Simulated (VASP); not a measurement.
# Ir2Pd (Fm-3m) in VASP: single point with PBE

Aim: the single point of Ir2Pd with PBE.

Everything below comes from runs of VASP 6.6.1. Logs are shortened: lines on timing, memory, paths and dates and some standing lists are left out, and cuts for length are marked.

## (1) The cell of the first run

The structure is cubic, space group Fm-3m (No. 225). The conventional cell has a = 5.509 Å, b = 5.509 Å, c = 5.509 Å, α = 90.00°, β = 90.00°, γ = 90.00°. Within 3.2 Å of Pd (site symmetry m-3m) lie 8 Ir at 2.39 Å. Ir (site symmetry -43m) has 4 Pd at 2.39 Å and 6 Ir at 2.75 Å within 3.2 Å.

## (2) Single point, PBE

INCAR

```
PREC = Accurate
ENCUT = 520
EDIFF = 1E-7
ISMEAR = 0
SIGMA = 0.1
LREAL = F
LASPH = T
NELM = 60
ALGO = Fast
ISIF = 2
LWAVE = F
LCHARG = F
GGA = PE
NBANDS = 21
```

KPOINTS

```
Automatic mesh
0
Gamma
  6 6 6
```

POSCAR

```
Ir2Pd
1.0
    0.0000000000      2.7547306300      2.7547306300
    2.7547306300      0.0000000000      2.7547306300
    2.7547306300      2.7547306300      0.0000000000
Pd Ir
1 2
Direct
    0.0000000000      0.0000000000      0.0000000000
    0.2500000000      0.2500000000      0.2500000000
    0.7500000000      0.7500000000      0.7500000000
```

Potentials or basis: VASP PAW PBE potentials, release 64 (Pd, Ir).

Launch:

```console
$ cat potpaw_PBE.64/Pd/POTCAR potpaw_PBE.64/Ir/POTCAR > POTCAR
$ mpirun -np 1 vasp_std > vasp.out
```

OUTCAR:

```text
PREC = Accurate
   ENCUT = 520
   EDIFF = 1E-7
   ISMEAR = 0
   LREAL = F
   LASPH = T
   NELM = 60
   ISIF = 2
   GGA = PE

 ion  position               nearest neighbor table
   1  0.000  0.000  0.000-   3 2.39   3 2.39   3 2.39   2 2.39   2 2.39   2 2.39   3 2.39   2 2.39

   2  0.250  0.250  0.250-   1 2.39   1 2.39   1 2.39   1 2.39   3 2.75   3 2.75   3 2.75   3 2.75
                             3 2.75   3 2.75
   3  0.750  0.750  0.750-   1 2.39   1 2.39   1 2.39   1 2.39   2 2.75   2 2.75   2 2.75   2 2.75
                             2 2.75   2 2.75

  LATTYP: Found a face centered cubic cell.
 ALAT       =     5.5094612600

  Lattice vectors:

 A1 = (   0.0000000000,   2.7547306300,   2.7547306300)
 A2 = (   2.7547306300,   0.0000000000,   2.7547306300)
 A3 = (   2.7547306300,   2.7547306300,   0.0000000000)

Analysis of symmetry for initial positions (statically):
=====================================================================
 Subroutine PRICEL returns:
 Original cell was already a primitive cell.

 Routine SETGRP: Setting up the symmetry group for a
 face centered cubic supercell.

 Subroutine GETGRP returns: Found 48 space group operations
 (whereof 48 operations were pure point group operations)
 out of a pool of 48 trial point group operations.

The static configuration has the point symmetry O_h .

Analysis of symmetry for dynamics (positions and initial velocities):
=====================================================================
 Subroutine PRICEL returns:
 Original cell was already a primitive cell.

 Routine SETGRP: Setting up the symmetry group for a
 face centered cubic supercell.

 Subroutine GETGRP returns: Found 48 space group operations
 (whereof 48 operations were pure point group operations)
 out of a pool of 48 trial point group operations.

The dynamic configuration has the point symmetry O_h .

 Subroutine INISYM returns: Found 48 space group operations
 (whereof 48 operations are pure point group operations),
 and found     1 'primitive' translations

----------------------------------------------------------------------------------------

                                     Primitive cell

  volume of cell :      41.8088

  direct lattice vectors                    reciprocal lattice vectors
     0.000000000  2.754730630  2.754730630    -0.181505950  0.181505950  0.181505950
     2.754730630  0.000000000  2.754730630     0.181505950 -0.181505950  0.181505950
     2.754730630  2.754730630  0.000000000     0.181505950  0.181505950 -0.181505950

  length of vectors
     3.895777418  3.895777418  3.895777418     0.314377527  0.314377527  0.314377527

  position of ions in fractional coordinates (direct lattice)
     0.000000000  0.000000000  0.000000000
     0.250000000  0.250000000  0.250000000
     0.750000000  0.750000000  0.750000000

  ion indices of the primitive-cell ions
   primitive index   ion index
                 1           1
                 2           2
                 3           3

----------------------------------------------------------------------------------------

 KPOINTS: Automatic mesh

Automatic generation of k-mesh.
 Grid dimensions read from file:
 generate k-points for:    6    6    6

 Generating k-lattice:

  Cartesian coordinates                     Fractional coordinates (reciprocal lattice)
    -0.030250992  0.030250992  0.030250992     0.166666667  0.000000000  0.000000000
     0.030250992 -0.030250992  0.030250992     0.000000000  0.166666667  0.000000000
     0.030250992  0.030250992 -0.030250992     0.000000000  0.000000000  0.166666667

  Length of vectors
     0.052396255  0.052396255  0.052396255

  Shift w.r.t. Gamma in fractional coordinates (k-lattice)
     0.000000000  0.000000000  0.000000000

 Subroutine IBZKPT returns following result:
 ===========================================

 Found     16 irreducible k-points:

 Following reciprocal coordinates:
            Coordinates               Weight
  0.000000  0.000000  0.000000      1.000000
  0.166667  0.000000  0.000000      8.000000
  0.333333  0.000000  0.000000      8.000000
  0.500000  0.000000  0.000000      4.000000
  0.166667  0.166667  0.000000      6.000000
  0.333333  0.166667  0.000000     24.000000
[... 8 lines left out ...]
 -0.333333  0.333333  0.166667     24.000000
 -0.333333  0.500000  0.166667     12.000000
   k-points           NKPTS =     16   k-points in BZ     NKDIM =     16   number of bands    NBANDS=     21
   number of dos      NEDOS =    301   number of ions     NIONS =      3
   total plane-waves  NPLWV =  27000
   dimension x,y,z NGX =    30 NGY =   30 NGZ =   30
   dimension x,y,z NGXF=    60 NGYF=   60 NGZF=   60
   ions per type =               1   2
   NGX,Y,Z   is equivalent  to a cutoff of  12.80, 12.80, 12.80 a.u.
   NGXF,Y,Z  is equivalent  to a cutoff of  25.60, 25.60, 25.60 a.u.
 SYSTEM =  unknown system
   PREC   = accura    normal or accurate (medium, high low for compatibility)
   ISTART =      0    job   : 0-new  1-cont  2-samecut
   ICHARG =      2    charge: 1-file 2-atom 10-const
   ISPIN  =      1    spin polarized calculation?
   LNONCOLLINEAR =      F non collinear calculations
   LSORBIT =      F    spin-orbit coupling
   LASPH  =      T    aspherical Exc in radial PAW
   ENCUT  =  520.0 eV  38.22 Ry    6.18 a.u.   7.24  7.24  7.24*2*pi/ulx,y,z
   NELM   =     60;   NELMIN=  2; NELMDL= -5     # of ELM steps
   EDIFF  = 0.1E-06   stopping-criterion for ELM
   LREAL  =      F    real-space projection
   EDIFFG = 0.1E-05   stopping-criterion for IOM
   NSW    =      0    number of steps for IOM
   IBRION =     -1    ionic relax: 0-MD 1-quasi-New 2-CG
   NFREE  =      0    steps in history (QN), initial steepest desc. (CG)
   ISIF   =      2    stress and relaxation
   ISYM   =      2    0-nonsym 1-usesym 2-fastsym
   POTIM  = 0.5000    time-step for ionic-motion
   TEBEG  =    0.0;   TEEND  =   0.0 temperature during run
   PSTRESS=    0.0 pullay stress
   NELECT =      28.0000    total number of electrons
   NUPDOWN=      -1.0000    fix difference up-down
   EMIN   =  10.00;   EMAX   =-10.00  energy-range for DOS
   EFERMI =   0.00;   METHOD = LEGACY
   ISMEAR =     0;   SIGMA  =   0.10  broadening in eV -4-tet -1-fermi 0-gaus
   EFERMI_NEDOS =   21; number of points for ismear=-14 and -15
   IALGO  =     68    algorithm
   IMIX   =      4    mixing-type and parameters
     AMIX     =   0.40;   BMIX     =  1.00
     AMIX_MAG =   1.60;   BMIX_MAG =  1.00
  volume/ion in A,a.u.               =      13.94        94.05
  Fermi-wavevector in a.u.,A,eV,Ry     =   1.432314  2.706682 27.912688  2.051525
  Thomas-Fermi vector in A             =   2.551955
   LORBIT       =      0    0 simple, 1 ext, 2 COOP (PROOUT), +10 PAW based schemes
   GGA     = PE    functional components
   LHFCALC =     F    Hartree Fock is set to
   AEXX    =    0.0000 exact exchange contribution
   IVDW    =     0    specifies the selected vdW correction
   LEPSILON=     F    determine dielectric tensor
   LRPA    =     F    only Hartree local field effects (RPA)
 non-spin polarized calculation
 RMM-DIIS sequential band-by-band and
 Gauss-broadening in eV      SIGMA  =   0.10
  energy-cutoff  :      520.00
  volume of cell :       41.81
 maximum number of plane-waves:      1158
 NGX is ok and might be reduce to    30
   NGX = 15   NGY = 15   NGZ = 15

 number of electron      28.0000005 magnetization

 Free energy of the ion-electron system (eV)
  ---------------------------------------------------
  ext. energy  EPLUGINS =         0.00000000
  ---------------------------------------------------
  free energy    TOTEN  =       -18.33487377 eV

  energy without entropy =      -18.31733614  energy(sigma->0) =      -18.32610496

 E-fermi :  10.9853     XC(G=0): -13.7112

 val. band max:       10.7735379557   @ k =   0.5000   0.3333   0.0000
 cond. band min:      11.0190117358   @ k =   0.5000   0.1667   0.0000
 fundamental gap:      0.2454737801
 Fermi energy:        10.9852862933

 k-point     1 :       0.0000    0.0000    0.0000
  band No.  band energies     occupation
      1       0.7702      2.00000
      2       2.9961      2.00000
      3       2.9961      2.00000
      4       5.0368      2.00000
      5       5.0368      2.00000
      6       5.0368      2.00000
[... 13 lines left out ...]
     20      21.1182      0.00000
     21      22.2386      0.00000

 k-point     2 :       0.1667    0.0000    0.0000
  band No.  band energies     occupation
      1       1.3248      2.00000
      2       3.2702      2.00000
      3       3.2702      2.00000
      4       4.4183      2.00000
      5       4.7313      2.00000
      6       4.7313      2.00000
[... 13 lines left out ...]
     20      21.2078      0.00000
     21      22.9379      0.00000

 k-point     3 :       0.3333    0.0000    0.0000
  band No.  band energies     occupation
      1       2.7014      2.00000
      2       3.9796      2.00000
      3       3.9797      2.00000
      4       4.2588      2.00000
      5       4.4004      2.00000
      6       4.4004      2.00000
[... 13 lines left out ...]
     20      21.3498      0.00000
     21      23.3355      0.00000
[... 265 lines left out ...]
 k-point    15 :      -0.3333    0.3333    0.1667
  band No.  band energies     occupation
      1       3.2536      2.00000
      2       3.2586      2.00000
      3       3.9925      2.00000
      4       4.3730      2.00000
      5       4.6641      2.00000
      6       5.5758      2.00000
[... 13 lines left out ...]
     20      22.8017      0.00000
     21      24.1772      0.00000

 k-point    16 :      -0.3333    0.5000    0.1667
  band No.  band energies     occupation
      1       2.9378      2.00000
      2       3.3954      2.00000
      3       3.5300      2.00000
      4       4.4067      2.00000
      5       5.1695      2.00000
      6       5.7154      2.00000
[... 13 lines left out ...]
     20      22.2488      0.00000
     21      24.0081      0.00000

------------------------ aborting loop because EDIFF is reached ----------------------------------------

  FORCE on cell =-STRESS in cart. coord.  units (eV):
  Direction    XX          YY          ZZ          XY          YZ          ZX
  --------------------------------------------------------------------------------------
  -------------------------------------------------------------------------------------
  Total       20.0325438     20.0325438     20.0325438     -0.0000000      0.0000000      0.0000000
  in kB      767.6783169    767.6783169    767.6783169     -0.0000000      0.0000000      0.0000000
  external PRESSURE =     767.6783169 kB  Pullay stress =       0.0000000 kB

 VOLUME and BASIS-vectors are now :
 -----------------------------------------------------------------------------
  energy-cutoff  :      520.00
  volume of cell :       41.81
      direct lattice vectors                 reciprocal lattice vectors
     0.000000000  2.754730630  2.754730630    -0.181505950  0.181505950  0.181505950
     2.754730630  0.000000000  2.754730630     0.181505950 -0.181505950  0.181505950
     2.754730630  2.754730630  0.000000000     0.181505950  0.181505950 -0.181505950

 POSITION                                       TOTAL-FORCE (eV/Angst)
 -----------------------------------------------------------------------------------
      0.00000      0.00000      0.00000        -0.000000      0.000000     -0.000000
      1.37737      1.37737      1.37737        -0.000000     -0.000000     -0.000000
      4.13210      4.13210      4.13210         0.000000      0.000000      0.000000
 -----------------------------------------------------------------------------------
    total drift:                                0.000000     -0.000000     -0.000000

  FREE ENERGIE OF THE ION-ELECTRON SYSTEM (eV)
  ---------------------------------------------------
  free  energy   TOTEN  =       -18.3348737660 eV

  energy  without entropy=      -18.3173361445  energy(sigma->0) =      -18.32610496
```

Wall time 28 s (1 thread of Intel Xeon Platinum 8259CL at 2.50GHz (Skylake/Cascade Lake), shared host); peak memory 0.17 GiB.

What came out:

```
Free energy            : -18.3349 eV
Pressure               : 76.8 GPa
Band gap on the k mesh : zero (band 14 reaches 11.58 eV, above the bottom of band 15 at 11.02 eV)
```

Caveat: spin-orbit coupling is left out, which moves the levels of the heavy elements.
